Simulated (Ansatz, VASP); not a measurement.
**HfB2 in VASP and in Ansatz**

```xyz
3
Lattice="3.2028 0.0000 0.0000 -1.6014 2.7737 0.0000 0.0000 0.0000 3.4800" Properties=species:S:1:pos:R:3 pbc="T T T"
Hf    0.0000    0.0000    0.0000
B     1.6014    0.9246    1.7400
B     0.0000    1.8491    1.7400
```

Change from the starting cell: strain_xy = 0.02.

Alike in both runs: functional PBEsol; k mesh 10 × 10 × 8; occupations fermi-dirac, width 0.05 eV; no spin polarisation.

|  | VASP | Ansatz |
| --- | --- | --- |
| version | VASP 6.6.1 | Ansatz 0.2.0 |
| potentials or method | VASP PAW PBE potentials, release 64 (Hf_pv, B), cutoff 520 eV | all-electron LAPW, scalar-relativistic |
| task | single point | band structure |

```tsv
	VASP	Ansatz	Ansatz less VASP
gap on the k mesh at the Fermi level (eV)	none	none	-
pressure (GPa)	-13.9	-13.6	+0.26
traceless stress, the component that is largest in VASP (GPa)	4.72	4.66	-0.058
```

VASP's potentials were made for PBE, not for PBEsol. A gap of «none» marks a metal or a gap that the smearing closes. Ansatz ran all-electron here, and VASP with PAW potentials.

Spin-orbit coupling is off throughout.
